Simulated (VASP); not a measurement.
# C (I4_1/amd) in VASP: notebook, part 3 of 3

VASP 6.6.1. The steps go on from the part before.

**4. Single point, PBEsol**

This run uses another cell than the first one, of the same volume but with other edges.

INCAR

```
SYSTEM = C
PREC     = Accurate       ! precision mode
ENCUT    = 520            ! plane-wave cutoff, eV
EDIFF    = 1E-6           ! SCF threshold, eV
ISMEAR   = 0              ! smearing method
SIGMA    = 0.05           ! smearing width, eV
LREAL    = .False.        ! projectors in reciprocal space
LASPH    = .True.         ! aspherical terms in the spheres
NELM     = 100            ! most SCF steps
ALGO     = Normal         ! electronic algorithm
ISIF     = 2              ! what is computed and relaxed
LWAVE    = .False.        ! write WAVECAR
LCHARG   = .True.         ! write CHGCAR
GGA      = PS             ! functional
LELF     = .True.         ! ELF
LVHAR    = .True.       
NBANDS   = 11             ! bands
```

KPOINTS

```
Automatic mesh
0
Gamma
  12 12 12
  0 0 0
```

POSCAR

```
C
1.0
    0.0000000000      1.9373907776      1.5111648065
    1.9373907776      0.0000000000      1.5111648065
    1.9373907776      1.9373907776      0.0000000000
C
2
Direct
    0.5000000000      0.5000000000      0.5000000000
    0.7500000000      0.7500000000      0.7500000000
```

Potentials or basis: VASP PAW PBE potentials, release 64 (C).

The run is started by

```bash
cat potpaw_PBE.64/C/POTCAR > POTCAR
mpirun -np 1 vasp_std > vasp.out
```

OUTCAR:

```text
SYSTEM = C
   PREC = Accurate
   ENCUT = 520
   EDIFF = 1E-6
   ISMEAR = 0
   LREAL = .False.
   LASPH = .True.
   NELM = 100
   ISIF = 2
   GGA = PS

 ion  position               nearest neighbor table
   1  0.500  0.500  0.500-   2 1.56   2 1.56   2 1.56   2 1.56
   2  0.750  0.750  0.750-   1 1.56   1 1.56   1 1.56   1 1.56

  LATTYP: Found a body centered tetragonal cell.
 ALAT       =     2.7398843133
 C/A-ratio  =     1.1030865786

  Lattice vectors:

 A1 = (   0.0000000000,  -1.9373907776,  -1.5111648065)
 A2 = (   0.0000000000,   1.9373907776,  -1.5111648065)
 A3 = (   1.9373907776,   0.0000000000,   1.5111648065)

Analysis of symmetry for initial positions (statically):
=====================================================================
 Subroutine PRICEL returns:
 Original cell was already a primitive cell.

 Routine SETGRP: Setting up the symmetry group for a
 body centered tetragonal supercell.

 Subroutine GETGRP returns: Found 16 space group operations
 (whereof  8 operations were pure point group operations)
 out of a pool of 16 trial point group operations.

The static configuration has the point symmetry D_2d.
 The point group associated with its full space group is D_4h.

Analysis of symmetry for dynamics (positions and initial velocities):
=====================================================================
 Subroutine PRICEL returns:
 Original cell was already a primitive cell.

 Routine SETGRP: Setting up the symmetry group for a
 body centered tetragonal supercell.

 Subroutine GETGRP returns: Found 16 space group operations
 (whereof  8 operations were pure point group operations)
 out of a pool of 16 trial point group operations.

The dynamic configuration has the point symmetry D_2d.
 The point group associated with its full space group is D_4h.

 Subroutine INISYM returns: Found 16 space group operations
 (whereof  8 operations are pure point group operations),
 and found     1 'primitive' translations

----------------------------------------------------------------------------------------

                                     Primitive cell

  volume of cell :      11.3443

  direct lattice vectors                    reciprocal lattice vectors
     0.000000000  1.937390778  1.511164807    -0.258079065  0.258079065  0.330870596
     1.937390778  0.000000000  1.511164807     0.258079065 -0.258079065  0.330870596
     1.937390778  1.937390778  0.000000000     0.258079065  0.258079065 -0.330870596

  length of vectors
     2.457051505  2.457051505  2.739884313     0.492630651  0.492630651  0.492630651

  position of ions in fractional coordinates (direct lattice)
     0.500000000  0.500000000  0.500000000
     0.750000000  0.750000000  0.750000000

  ion indices of the primitive-cell ions
   primitive index   ion index
                 1           1
                 2           2

----------------------------------------------------------------------------------------

 KPOINTS: Automatic mesh

Automatic generation of k-mesh.
 Grid dimensions read from file:
 generate k-points for:   12   12   12

 Generating k-lattice:

  Cartesian coordinates                     Fractional coordinates (reciprocal lattice)
    -0.021506589  0.021506589  0.027572550     0.083333333  0.000000000  0.000000000
     0.021506589 -0.021506589  0.027572550     0.000000000  0.083333333  0.000000000
     0.021506589  0.021506589 -0.027572550    -0.000000000 -0.000000000  0.083333333

  Length of vectors
     0.041052554  0.041052554  0.041052554

  Shift w.r.t. Gamma in fractional coordinates (k-lattice)
     0.000000000  0.000000000  0.000000000

 Subroutine IBZKPT returns following result:
 ===========================================

 Found    163 irreducible k-points:

 Following reciprocal coordinates:
            Coordinates               Weight
  0.000000  0.000000  0.000000      1.000000
  0.083333 -0.000000  0.000000      8.000000
  0.166667 -0.000000  0.000000      8.000000
  0.250000  0.000000  0.000000      8.000000
  0.333333 -0.000000  0.000000      8.000000
  0.416667  0.000000  0.000000      8.000000
[... 16 lines left out ...]
  0.500000  0.166667  0.000000      8.000000
 -0.416667  0.166667  0.000000      8.000000
 [... further k-points ...]
   k-points           NKPTS =    163   k-points in BZ     NKDIM =    163   number of bands    NBANDS=     11
   number of dos      NEDOS =    301   number of ions     NIONS =      2
   total plane-waves  NPLWV =   6480
   dimension x,y,z NGX =    18 NGY =   18 NGZ =   20
   dimension x,y,z NGXF=    36 NGYF=   36 NGZF=   40
   ions per type =               2
   NGX,Y,Z   is equivalent  to a cutoff of  12.18, 12.18, 12.14 a.u.
   NGXF,Y,Z  is equivalent  to a cutoff of  24.36, 24.36, 24.27 a.u.
 SYSTEM =  C
   PREC   = accura    normal or accurate (medium, high low for compatibility)
   ISTART =      0    job   : 0-new  1-cont  2-samecut
   ICHARG =      2    charge: 1-file 2-atom 10-const
   ISPIN  =      1    spin polarized calculation?
   LNONCOLLINEAR =      F non collinear calculations
   LSORBIT =      F    spin-orbit coupling
   LASPH  =      T    aspherical Exc in radial PAW
   ENCUT  =  520.0 eV  38.22 Ry    6.18 a.u.   4.57  4.57  5.09*2*pi/ulx,y,z
   NELM   =    100;   NELMIN=  2; NELMDL= -5     # of ELM steps
   EDIFF  = 0.1E-05   stopping-criterion for ELM
   LREAL  =      F    real-space projection
   EDIFFG = 0.1E-04   stopping-criterion for IOM
   NSW    =      0    number of steps for IOM
   IBRION =     -1    ionic relax: 0-MD 1-quasi-New 2-CG
   NFREE  =      0    steps in history (QN), initial steepest desc. (CG)
   ISIF   =      2    stress and relaxation
   ISYM   =      2    0-nonsym 1-usesym 2-fastsym
   POTIM  = 0.5000    time-step for ionic-motion
   TEBEG  =    0.0;   TEEND  =   0.0 temperature during run
   PSTRESS=    0.0 pullay stress
   NELECT =       8.0000    total number of electrons
   NUPDOWN=      -1.0000    fix difference up-down
   EMIN   =  10.00;   EMAX   =-10.00  energy-range for DOS
   EFERMI =   0.00;   METHOD = LEGACY
   ISMEAR =     0;   SIGMA  =   0.05  broadening in eV -4-tet -1-fermi 0-gaus
   EFERMI_NEDOS =   21; number of points for ismear=-14 and -15
   IALGO  =     38    algorithm
   IMIX   =      4    mixing-type and parameters
     AMIX     =   0.40;   BMIX     =  1.00
     AMIX_MAG =   1.60;   BMIX_MAG =  1.00
  volume/ion in A,a.u.               =       5.67        38.28
  Fermi-wavevector in a.u.,A,eV,Ry     =   1.457178  2.753668 28.890189  2.123369
  Thomas-Fermi vector in A             =   2.574010
   LORBIT       =      0    0 simple, 1 ext, 2 COOP (PROOUT), +10 PAW based schemes
   GGA     = PS    functional components
   LHFCALC =     F    Hartree Fock is set to
   AEXX    =    0.0000 exact exchange contribution
   IVDW    =     0    specifies the selected vdW correction
   LEPSILON=     F    determine dielectric tensor
   LRPA    =     F    only Hartree local field effects (RPA)
 non-spin polarized calculation
 Gauss-broadening in eV      SIGMA  =   0.05
  energy-cutoff  :      520.00
  volume of cell :       11.34
 maximum number of plane-waves:       329
   NGX =  9   NGY =  9   NGZ = 11

 number of electron       7.9999999 magnetization

 Free energy of the ion-electron system (eV)
  ---------------------------------------------------
  ext. energy  EPLUGINS =         0.00000000
  ---------------------------------------------------
  free energy    TOTEN  =       -18.15478515 eV

  energy without entropy =      -18.15465111  energy(sigma->0) =      -18.15471813

 E-fermi :  10.7050     XC(G=0): -13.5107

 val. band max:       10.5628578125   @ k =  -0.0833   0.0000   0.0833
 cond. band min:      10.7177744229   @ k =   0.5000   0.4167   0.0000
 fundamental gap:      0.1549166104
 Fermi energy:        10.7050293741

 k-point     1 :       0.0000    0.0000    0.0000
  band No.  band energies     occupation
      1     -11.7299      2.00000
      2       8.7985      2.00000
      3       8.7985      2.00000
      4      11.7253      0.00000
      5      13.9570      0.00000
      6      16.9150      0.00000
      7      16.9150      0.00000
      8      22.4701      0.00000
      9      29.4359      0.00000
     10      30.3099      0.00000
     11      33.5933      0.00000
[... 309 lines left out ...]
 k-point    24 :      -0.4167    0.1667    0.0000
  band No.  band energies     occupation
      1      -5.8487      2.00000
      2      -1.7011      2.00000
      3       4.2004      2.00000
      4       6.6268      2.00000
      5      14.0175      0.00000
      6      19.5470      0.00000
      7      21.8181      0.00000
      8      23.1583      0.00000
      9      29.9137      0.00000
     10      33.0144      0.00000
     11      34.2578      0.00000

 [... further k-points ...]
[... 5 lines left out ...]
  --------------------------------------------------------------------------------------
  -------------------------------------------------------------------------------------
  Total       -4.0604221     -4.0604221      7.3858647      0.0000000      0.0000000      0.0000000
  in kB     -573.4631045   -573.4631045   1043.1232966      0.0000000      0.0000000      0.0000000
  external PRESSURE =     -34.6009708 kB  Pullay stress =       0.0000000 kB

 VOLUME and BASIS-vectors are now :
 -----------------------------------------------------------------------------
  energy-cutoff  :      520.00
  volume of cell :       11.34
      direct lattice vectors                 reciprocal lattice vectors
     0.000000000  1.937390778  1.511164807    -0.258079065  0.258079065  0.330870596
     1.937390778  0.000000000  1.511164807     0.258079065 -0.258079065  0.330870596
     1.937390778  1.937390778  0.000000000     0.258079065  0.258079065 -0.330870596

 POSITION                                       TOTAL-FORCE (eV/Angst)
 -----------------------------------------------------------------------------------
      1.93739      1.93739      1.51116        -0.000000     -0.000000     -0.000000
      2.90609      2.90609      2.26675         0.000000      0.000000      0.000000
 -----------------------------------------------------------------------------------
    total drift:                                0.000000     -0.000000      0.000000

  FREE ENERGIE OF THE ION-ELECTRON SYSTEM (eV)
  ---------------------------------------------------
  free  energy   TOTEN  =       -18.1547851532 eV

  energy  without entropy=      -18.1546511108  energy(sigma->0) =      -18.15471813
```

Wall time 7.3 s (1 thread of Intel Xeon 6975P-C (Granite Rapids), shared host); peak memory 0.12 GiB.

Results:

```yaml
Free_energy: -18.1548 eV
Pressure: -3.5 GPa
Band_gap_on_the_k_mesh: zero (band 4 reaches 11.73 eV, above the bottom of band 5 at 10.05 eV)
```

Levels at points of the mesh, in eV from the Fermi level:
```tsv
k point	band 2	band 3	band 4	band 5	band 6	band 7
(0.00, 0.00, 0.00)	-1.91	-1.91	1.02	3.25	6.21	6.21
(0.50, 0.00, 0.00)	-14.21	-5.44	-2.15	3.93	6.25	11.05
(0.50, 0.50, 0.00)	-10.90	-9.34	-9.34	0.22	0.22	16.18
(0.50, 0.00, 0.50)	-14.84	-5.51	-5.51	6.17	6.17	13.08
```

Caveat: the PAW data sets were made with another functional, which shifts forces and pressure a little.

**5. The runs side by side**

```csv
cell,gap on the mesh (eV),pressure (GPa)
"a = 2.471, b = 2.471, c = 2.663 Å, angles 57.4, 57.4, 65.2°, 2 atoms",0.16,-3.5
"a = 2.622, b = 2.622, c = 2.373 Å, angles 63.1, 63.1, 53.8°, 2 atoms",1.74,-2.6
"a = 2.457, b = 2.457, c = 2.740 Å, angles 56.1, 56.1, 67.8°, 2 atoms",none,-3.5
```

Alike in all rows: task single point; level PBEsol; potentials or basis VASP PAW PBE potentials, release 64 (C); no spin polarisation; k mesh 12 × 12 × 12; cutoff (eV) 520; smearing gaussian 0.05 eV.

Caveats: the PAW data sets were made with another functional, which shifts forces and pressure a little.

Absolute energies hang on the potentials; compare differences alone.
